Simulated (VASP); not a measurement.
Here is a VASP 6.6.1 calculation.

Contents of INCAR:

```
SYSTEM = I
ALGO = Normal
EDIFF = 1E-8
ENCUT = 520
GGA = PE
ISIF = 2
ISMEAR = -1
LASPH = .TRUE.
LCHARG = .FALSE.
LEFG = .TRUE.
LREAL = .FALSE.
LWAVE = .FALSE.
NBANDS = 14
NELM = 80
PREC = Accurate
SIGMA = 0.05
```

KPOINTS

```
k-points
0
G
  15 15 8
  0 0 0
```

POSCAR

```
I
1.0
    4.3390400872      0.0000000000      0.0000000000
   -2.1695200436      3.7577189435      0.0000000000
    0.0000000000      0.0000000000      4.9471239603
I
2
Direct
    0.3333333333      0.6666666667      0.2500000000
    0.6666666667      0.3333333333      0.7500000000
```

Potentials or basis: VASP PAW PBE potentials, release 64 (I).

Run with:

```bash
$ cat potpaw_PBE.64/I/POTCAR > POTCAR
$ mpirun -np 1 vasp_std > vasp.out
```

**Question.** Estimate the band gap on the k mesh.

**Answer.** Zero (bands 7 and 8 overlap by 1.76 eV).

**Question.** Predict the pressure.

**Answer.** -0.8 GPa.

Electric field gradients, principal values (V/Å²):
| atom | least | middle | greatest (by size) |
| --- | --- | --- | --- |
| 1 I | -203.027 | -203.027 | 406.054 |
| 2 I | -203.027 | -203.027 | 406.054 |

Caveat: without QUAD_EFG the Cq values of the log hold for a quadrupole moment of 1 mb, not for the nuclei; spin-orbit coupling is left out, which moves the levels of the heavy elements.
